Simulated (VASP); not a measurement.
# Ga5N2 (P6/mmm) in VASP: notebook

The runs below take Ga5N2 through single point, relaxation of cell and atoms, with PBE.

Program: VASP 6.6.1. These are calculated values, not measurements. Logs are shortened: lines on timing, memory, paths and dates and some standing lists are left out, and cuts for length are marked.

**1. The cell of the first run**

The structure is hexagonal, space group P6/mmm (No. 191). Conventional cell: a = 5.710 Å, b = 5.710 Å, c = 4.674 Å, α = 90.00°, β = 90.00°, γ = 120.00°. Ga (site symmetry mmm) has 8 Ga at 2.86 Å and 4 N at 3.36 Å within 3.8 Å. Within 3.8 Å of Ga (site symmetry -6m2) lie 9 Ga at 2.86 to 3.30 Å and 6 N at 3.34 Å. N (site symmetry 6mm) has 1 N at 1.12 Å within 1.5 Å.

The cell was generated, and may not be a known phase.

**2. Single point, PBE, collinear spin, ferromagnetic start**

INCAR

```
PREC = Accurate ; ENCUT = 520
EDIFF = 1E-6 ; ISMEAR = 0
SIGMA = 0.1 ; LREAL = F
LASPH = T ; NELM = 150
ALGO = Normal ; ISIF = 2
LWAVE = F ; LCHARG = F
ISPIN = 2 ; MAGMOM = 0 0 0 0 0 1 1
LORBIT = 11 ; GGA = PE
NBANDS = 50 ; LUSENCCL = F
```

KPOINTS

```
regular mesh
0
Gamma
  6 6 4
```

POSCAR

```
Ga5N2
1.0
    5.7104004136      0.0000000000      0.0000000000
   -2.8552002068      4.9453518240      0.0000000000
    0.0000000000      0.0000000000      4.6739934192
Ga N
5 2
Direct
    0.5000000000      0.0000000000      0.0000000000
    0.0000000000      0.5000000000      0.0000000000
    0.5000000000      0.5000000000      0.0000000000
    0.3333333333      0.6666666667      0.5000000000
    0.6666666667      0.3333333333      0.5000000000
    0.0000000000      0.0000000000      0.6195298688
    0.0000000000      0.0000000000      0.3804701312
```

Potentials or basis: VASP PAW PBE potentials, release 64 (Ga_d, N).

On the command line:

```console
> cat potpaw_PBE.64/Ga_d/POTCAR potpaw_PBE.64/N/POTCAR > POTCAR
> mpirun -np 1 vasp_std > vasp.out
```

OUTCAR:

```text
PREC = Accurate
   ENCUT = 520
   EDIFF = 1E-6
   ISMEAR = 0
   LREAL = F
   LASPH = T
   NELM = 150
   ISIF = 2
   ISPIN = 2
   LORBIT = 11
   GGA = PE

 ion  position               nearest neighbor table
   1  0.500  0.000  0.000-   2 2.86   3 2.86   3 2.86   2 2.86   4 2.86   5 2.86   4 2.86   5 2.86

   2  0.000  0.500  0.000-   3 2.86   3 2.86   1 2.86   1 2.86   4 2.86   5 2.86   4 2.86   5 2.86

   3  0.500  0.500  0.000-   2 2.86   2 2.86   1 2.86   1 2.86   4 2.86   5 2.86   4 2.86   5 2.86

   4  0.333  0.667  0.500-   2 2.86   2 2.86   1 2.86   1 2.86   3 2.86   3 2.86
   5  0.667  0.333  0.500-   2 2.86   2 2.86   1 2.86   1 2.86   3 2.86   3 2.86
   6  0.000  0.000  0.620-   7 1.12
   7  0.000  0.000  0.380-   6 1.12

  LATTYP: Found a hexagonal cell.
 ALAT       =     5.7104004136
 C/A-ratio  =     0.8185053728

  Lattice vectors:

 A1 = (   5.7104004136,   0.0000000000,   0.0000000000)
 A2 = (  -2.8552002068,   4.9453518240,   0.0000000000)
 A3 = (   0.0000000000,   0.0000000000,   4.6739934192)

Analysis of symmetry for initial positions (statically):
=====================================================================
 Subroutine PRICEL returns:
 Original cell was already a primitive cell.

 Routine SETGRP: Setting up the symmetry group for a
 hexagonal supercell.

 Subroutine GETGRP returns: Found 24 space group operations
 (whereof 24 operations were pure point group operations)
 out of a pool of 24 trial point group operations.

The static configuration has the point symmetry D_6h.

Analysis of symmetry for dynamics (positions and initial velocities):
=====================================================================
 Subroutine PRICEL returns:
 Original cell was already a primitive cell.

 Routine SETGRP: Setting up the symmetry group for a
 hexagonal supercell.

 Subroutine GETGRP returns: Found 24 space group operations
 (whereof 24 operations were pure point group operations)
 out of a pool of 24 trial point group operations.

The dynamic configuration has the point symmetry D_6h.

Analysis of structural, dynamic, and magnetic symmetry:
=====================================================================
 Subroutine PRICEL returns:
 Original cell was already a primitive cell.

 Routine SETGRP: Setting up the symmetry group for a
 hexagonal supercell.

 Subroutine GETGRP returns: Found 24 space group operations
 (whereof 24 operations were pure point group operations)
 out of a pool of 24 trial point group operations.

The overall configuration has the point symmetry D_6h.

 Subroutine INISYM returns: Found 24 space group operations
 (whereof 24 operations are pure point group operations),
 and found     1 'primitive' translations

----------------------------------------------------------------------------------------

                                     Primitive cell

  volume of cell :     131.9933

  direct lattice vectors                    reciprocal lattice vectors
     5.710400414  0.000000000  0.000000000     0.175119068  0.101105041 -0.000000000
    -2.855200207  4.945351824  0.000000000     0.000000000  0.202210082  0.000000000
     0.000000000  0.000000000  4.673993419     0.000000000 -0.000000000  0.213949809

  length of vectors
     5.710400414  5.710400414  4.673993419     0.202210082  0.202210082  0.213949809

  position of ions in fractional coordinates (direct lattice)
     0.500000000  0.000000000  0.000000000
     0.000000000  0.500000000  0.000000000
     0.500000000  0.500000000  0.000000000
     0.333333333  0.666666667  0.500000000
     0.666666667  0.333333333  0.500000000
     0.000000000  0.000000000  0.619529869
     0.000000000  0.000000000  0.380470131

  ion indices of the primitive-cell ions
   primitive index   ion index
                 1           1
                 2           2
                 3           3
                 4           4
                 5           5
                 6           6
[... 34 lines left out ...]
  0.166667  0.166667  0.000000      6.000000
  0.333333  0.166667  0.000000     12.000000
[... 13 lines left out ...]
  0.333333  0.166667  0.500000     12.000000
  0.333333  0.333333  0.500000      2.000000
   k-points           NKPTS =     21   k-points in BZ     NKDIM =     21   number of bands    NBANDS=     50
   number of dos      NEDOS =    301   number of ions     NIONS =      7
   total plane-waves  NPLWV =  63504
   dimension x,y,z NGX =    42 NGY =   42 NGZ =   36
   dimension x,y,z NGXF=    84 NGYF=   84 NGZF=   72
   ions per type =               5   2
   NGX,Y,Z   is equivalent  to a cutoff of  12.23, 12.23, 12.80 a.u.
   NGXF,Y,Z  is equivalent  to a cutoff of  24.45, 24.45, 25.61 a.u.
 SYSTEM =  unknown system
   PREC   = accura    normal or accurate (medium, high low for compatibility)
   ISTART =      0    job   : 0-new  1-cont  2-samecut
   ICHARG =      2    charge: 1-file 2-atom 10-const
   ISPIN  =      2    spin polarized calculation?
   LNONCOLLINEAR =      F non collinear calculations
   LSORBIT =      F    spin-orbit coupling
   LASPH  =      T    aspherical Exc in radial PAW
   ENCUT  =  520.0 eV  38.22 Ry    6.18 a.u.  10.62 10.62  8.69*2*pi/ulx,y,z
   NELM   =    150;   NELMIN=  2; NELMDL= -5     # of ELM steps
   EDIFF  = 0.1E-05   stopping-criterion for ELM
   LREAL  =      F    real-space projection
   EDIFFG = 0.1E-04   stopping-criterion for IOM
   NSW    =      0    number of steps for IOM
   IBRION =     -1    ionic relax: 0-MD 1-quasi-New 2-CG
   NFREE  =      0    steps in history (QN), initial steepest desc. (CG)
   ISIF   =      2    stress and relaxation
   ISYM   =      2    0-nonsym 1-usesym 2-fastsym
   POTIM  = 0.5000    time-step for ionic-motion
   TEBEG  =    0.0;   TEEND  =   0.0 temperature during run
   PSTRESS=    0.0 pullay stress
   NELECT =      75.0000    total number of electrons
   NUPDOWN=      -1.0000    fix difference up-down
   EMIN   =  10.00;   EMAX   =-10.00  energy-range for DOS
   EFERMI =   0.00;   METHOD = LEGACY
   ISMEAR =     0;   SIGMA  =   0.10  broadening in eV -4-tet -1-fermi 0-gaus
   EFERMI_NEDOS =   21; number of points for ismear=-14 and -15
   IALGO  =     38    algorithm
   IMIX   =      4    mixing-type and parameters
     AMIX     =   0.40;   BMIX     =  1.00
     AMIX_MAG =   1.60;   BMIX_MAG =  1.00
  volume/ion in A,a.u.               =      18.86       127.25
  Fermi-wavevector in a.u.,A,eV,Ry     =   1.355953  2.562380 25.015788  1.838609
  Thomas-Fermi vector in A             =   2.482997
   LORBIT       =     11    0 simple, 1 ext, 2 COOP (PROOUT), +10 PAW based schemes
   GGA     = PE    functional components
   LHFCALC =     F    Hartree Fock is set to
   AEXX    =    0.0000 exact exchange contribution
   IVDW    =     0    specifies the selected vdW correction
   LEPSILON=     F    determine dielectric tensor
   LRPA    =     F    only Hartree local field effects (RPA)
 spin polarized calculation
 Gauss-broadening in eV      SIGMA  =   0.10
  energy-cutoff  :      520.00
  volume of cell :      131.99
 maximum number of plane-waves:      3594
   NGX = 21   NGY = 21   NGZ = 17

 number of electron      74.9999963 magnetization       0.0000844

 number of electron      74.9999963 magnetization      -0.0000580

 Free energy of the ion-electron system (eV)
  ---------------------------------------------------
  ext. energy  EPLUGINS =         0.00000000
  ---------------------------------------------------
  free energy    TOTEN  =       -29.47436420 eV

  energy without entropy =      -29.46621402  energy(sigma->0) =      -29.47028911

 E-fermi :   3.9743     XC(G=0): -10.0570

 val. band max:        3.9704638283   @ k =   0.1667   0.1667   0.0000
 cond. band min:       4.0142463298   @ k =   0.0000   0.0000   0.2500
 fundamental gap:      0.0437825015
 Fermi energy:         3.9743242893

 spin component 1

 k-point     1 :       0.0000    0.0000    0.0000
  band No.  band energies     occupation
      1     -19.7505      1.00000
      2     -11.1633      1.00000
      3     -11.0488      1.00000
      4     -11.0488      1.00000
      5     -11.0449      1.00000
      6     -11.0449      1.00000
[... 1081 lines left out ...]
     48      10.2429      0.00000
     49      10.9757      0.00000
 Fermi energy:         3.9743242893

 spin component 2

 k-point     1 :       0.0000    0.0000    0.0000
  band No.  band energies     occupation
      1     -19.7505      1.00000
      2     -11.1633      1.00000
      3     -11.0488      1.00000
      4     -11.0488      1.00000
      5     -11.0448      1.00000
      6     -11.0448      1.00000
[... 1081 lines left out ...]
     48      10.2429      0.00000
     49      10.9918      0.00000
 [bands above 49 left out]

------------------------ aborting loop because EDIFF is reached ----------------------------------------

  FORCE on cell =-STRESS in cart. coord.  units (eV):
  Direction    XX          YY          ZZ          XY          YZ          ZX
  --------------------------------------------------------------------------------------
  -------------------------------------------------------------------------------------
  Total        0.1474150      0.1474150      1.3538350      0.0000000      0.0000000      0.0000000
  in kB        1.7893710      1.7893710     16.4332885      0.0000000      0.0000000      0.0000000
  external PRESSURE =       6.6706768 kB  Pullay stress =       0.0000000 kB

 VOLUME and BASIS-vectors are now :
 -----------------------------------------------------------------------------
  energy-cutoff  :      520.00
  volume of cell :      131.99
      direct lattice vectors                 reciprocal lattice vectors
     5.710400414  0.000000000  0.000000000     0.175119068  0.101105041 -0.000000000
    -2.855200207  4.945351824  0.000000000     0.000000000  0.202210082  0.000000000
     0.000000000  0.000000000  4.673993419     0.000000000 -0.000000000  0.213949809

 POSITION                                       TOTAL-FORCE (eV/Angst)
 -----------------------------------------------------------------------------------
      2.85520      0.00000      0.00000         0.000000     -0.000000      0.000000
     -1.42760      2.47268      0.00000         0.000000     -0.000000      0.000000
      1.42760      2.47268      0.00000         0.000000     -0.000000      0.000000
     -0.00000      3.29690      2.33700        -0.000000     -0.000000     -0.000000
      2.85520      1.64845      2.33700         0.000000     -0.000000      0.000000
      0.00000      0.00000      2.89568         0.000000      0.000000      1.445855
      0.00000      0.00000      1.77831        -0.000000      0.000000     -1.445855
 -----------------------------------------------------------------------------------
    total drift:                                0.000000      0.000000     -0.000000

  FREE ENERGIE OF THE ION-ELECTRON SYSTEM (eV)
  ---------------------------------------------------
  free  energy   TOTEN  =       -29.4743641982 eV

  energy  without entropy=      -29.4662140179  energy(sigma->0) =      -29.47028911

 total charge

# of ion       s       p       d       tot
------------------------------------------
    1        1.014   0.562   9.947  11.524
    2        1.014   0.562   9.947  11.524
    3        1.014   0.562   9.947  11.524
    4        1.034   0.506   9.949  11.489
    5        1.034   0.506   9.949  11.489
    6        1.368   2.487   0.000   3.855
    7        1.368   2.487   0.000   3.855
--------------------------------------------------
tot          7.847   7.675  49.739  65.260

 magnetization (x)

# of ion       s       p       d       tot
------------------------------------------
    1        0.000   0.000   0.000   0.000
    2        0.000   0.000   0.000   0.000
    3        0.000   0.000   0.000   0.000
    4        0.000   0.000   0.000   0.000
    5        0.000   0.000   0.000   0.000
    6       -0.000  -0.000   0.000  -0.000
    7       -0.000  -0.000   0.000  -0.000
--------------------------------------------------
tot          0.000   0.000   0.000   0.000
```

It took 53 s on 1 × NVIDIA H100 80GB with 1 thread of AMD EPYC 7R13 (Zen 3), shared host; peak memory 1.4 GiB.

Results:

| Quantity | Value |
| --- | --- |
| Free energy | -29.4744 eV |
| Pressure | 0.7 GPa |
| Largest force | 1.446 eV/Å |
| Net moment | 0.00 μB per cell |
| Valence electrons inside the program's atomic spheres | Ga 11.52, 11.49 (each value once); N 3.85 |

Forces on the atoms (eV/Å):
```
Ga   0.000  0.000  0.000
Ga   0.000  0.000  0.000
Ga   0.000  0.000  0.000
Ga   0.000  0.000  0.000
Ga   0.000  0.000  0.000
N    0.000  0.000  1.446
N    0.000  0.000 -1.446
```

Stress tensor (GPa, compression positive):
```
0.18 0.00 0.00
0.00 0.18 0.00
0.00 0.00 1.64
```

Caveat: the standard files for N, O and F lose accuracy on very short bonds; forces of over 1 eV/Å act on the atoms, so gaps and moduli don't describe the material at rest.

**3. Relaxation of cell and atoms, PBE**

INCAR

```
SYSTEM = Ga5N2
  PREC = Accurate
  ENCUT = 600
  EDIFF = 1E-7
  ISMEAR = 0
  SIGMA = 0.1
  LREAL = .FALSE.
  LASPH = .TRUE.
  NELM = 80
  ALGO = Normal
  ISIF = 3
  LWAVE = .FALSE.
  LCHARG = .FALSE.
  GGA = PE
  IBRION = 2
  NSW = 100
  EDIFFG = -0.01
  LUSENCCL = .FALSE.
```

KPOINTS

```
Automatic mesh
0
G
  12 12 8
  0 0 0
```

POSCAR is that of step 2.

Potentials or basis: VASP PAW PBE potentials, release 64 (Ga_d, N).

On the command line:

```console
> cat potpaw_PBE.64/Ga_d/POTCAR potpaw_PBE.64/N/POTCAR > POTCAR
> mpirun -np 1 vasp_std > vasp.out
```

Run time: 34 min. Hardware: 1 × NVIDIA H100 80GB with 1 thread of AMD EPYC 7R13 (Zen 3), shared host; peak memory 1.7 GiB.

The run converged. Its results:

```yaml
Free_energy: -29.4914 eV
Relaxed_volume: 19.13 Å³/atom
Relaxed_cell: a = 5.721 Å, b = 5.721 Å, c = 4.724 Å, α = 90.00°, β = 90.00°, γ = 120.00°
Space_group_after_relaxing_to_0.1_Å: P6/mmm (No. 191)
Energy_gained_by_relaxing: 1.7 meV/atom
Ionic_steps: 17
Pressure_after_relaxing: 0.0 GPa
Band_gap_on_the_k_mesh: zero (an odd number of electrons rules out a gap without spin polarisation)
```

The path:
| step | energy change (eV) | largest force (eV/Å) | pressure (GPa) | volume (Å³) |
| --- | --- | --- | --- | --- |
| 1 | 0.0000 | 1.3394 | 1.22 | 131.99 |
| 2 | 0.8057 | 9.5282 | -5.79 | 134.74 |
| 3 | -0.0073 | 0.3701 | 0.29 | 132.21 |
| 4 | -0.0076 | 0.1349 | 0.44 | 132.17 |
| 5 | -0.0076 | 0.0890 | 0.48 | 132.16 |
| 6 | -0.0104 | 0.0718 | 0.19 | 133.10 |
| 7 | -0.0115 | 0.0512 | -0.05 | 134.07 |
| 8 | -0.0115 | 0.0505 | -0.04 | 134.11 |
| 9 | -0.0115 | 0.0486 | -0.07 | 134.21 |
| 10 | -0.0115 | 0.0491 | -0.06 | 134.16 |
| 11 | -0.0103 | 0.5545 | 0.27 | 134.07 |
| 12 | -0.0115 | 0.0131 | -0.03 | 134.15 |
| 13 | -0.0116 | 0.0129 | 0.00 | 134.07 |
| 14 | -0.0116 | 0.0127 | 0.01 | 133.95 |
| 15 | -0.0116 | 0.0127 | 0.01 | 133.90 |
| 16 | -0.0115 | 0.1996 | -0.11 | 133.94 |
| 17 | -0.0116 | 0.0017 | 0.01 | 133.90 |

Final structure:
```
CELL_PARAMETERS angstrom
5.72106 0.00000 0.00000
-2.86053 4.95458 0.00000
0.00000 0.00000 4.72392
ATOMIC_POSITIONS crystal
Ga 0.50000 0.00000 0.00000
Ga 0.00000 0.50000 0.00000
Ga 0.50000 0.50000 0.00000
Ga 0.33333 0.66667 0.50000
Ga 0.66667 0.33333 0.50000
N 0.00000 0.00000 0.61933
N 0.00000 0.00000 0.38067
```

Levels at points of the mesh, in eV from the Fermi level:
```tsv
k point	band 33	band 34	band 35	band 36	band 37	band 38	band 39	band 40	band 41	band 42
(0.00, 0.00, 0.00)	-4.20	-4.20	-3.03	-2.54	-0.52	-0.52	0.97	1.71	1.71	2.12
(0.50, 0.00, 0.00)	-4.29	-2.30	-2.26	-2.02	-0.80	-0.61	1.25	1.65	1.80	2.31
(0.00, 0.00, 0.50)	-3.79	-3.62	-3.13	-3.13	-1.53	-1.53	-0.97	-0.97	3.10	3.10
(0.50, 0.00, 0.50)	-5.80	-5.29	-3.83	-1.41	-1.19	0.59	1.54	1.69	3.03	3.14
```

Caveat: the standard files for N, O and F lose accuracy on very short bonds.

The gap in the log of VASP goes by the Fermi energy; the results here count the filled bands.